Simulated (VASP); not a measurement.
A run of VASP 6.6.1 is set up as follows.

File INCAR:

```
PREC     = Accurate       # precision mode
ENCUT    = 520            # plane-wave cutoff, eV
EDIFF    = 1E-7           # SCF threshold, eV
ISMEAR   = 0              # smearing method
SIGMA    = 0.1            # smearing width, eV
LREAL    = False          # projectors in reciprocal space
LASPH    = True           # aspherical terms in the spheres
NELM     = 80             # most SCF steps
ALGO     = Normal         # electronic algorithm
ISIF     = 2              # what is computed and relaxed
LWAVE    = False          # write WAVECAR
LCHARG   = True           # write CHGCAR
LDIPOL   = True         
IDIPOL   = 3            
DIPOL    = 0.5 0.5 0.500
GGA      = PE             # functional
LELF     = True           # ELF
LVHAR    = True         
LVACPOTAV= True         
NBANDS   = 30             # bands
```

KPOINTS

```
Automatic mesh
0
Gamma
  5 4 1
```

The input POSCAR:

```
Rb
1.0
    5.1475742700      0.0000000000      0.0000000000
    0.0000000000      7.2797693400      0.0000000000
    0.0000000000      0.0000000000     27.2951484817
Rb
5
Direct
    0.5000000000      0.5000000000      0.3114106525
    0.0000000000      0.0000000000      0.4057053211
    0.5000000000      0.5000000000      0.5000000000
    0.0000000000      0.0000000000      0.5942946789
    0.5000000000      0.5000000000      0.6885893475
```

Potentials or basis: VASP PAW PBE potentials, release 64 (Rb_sv).

Launch:

```console
$ cat potpaw_PBE.64/Rb_sv/POTCAR > POTCAR
$ mpirun -np 1 vasp_std > vasp.out
```

Q: Estimate the largest force.

A: 0.029 eV/Å.

Forces on the atoms (eV/Å):
```
Rb   0.000  0.000  0.029
Rb   0.000  0.000 -0.024
Rb   0.000  0.000  0.000
Rb   0.000  0.000  0.024
Rb   0.000  0.000 -0.029
```
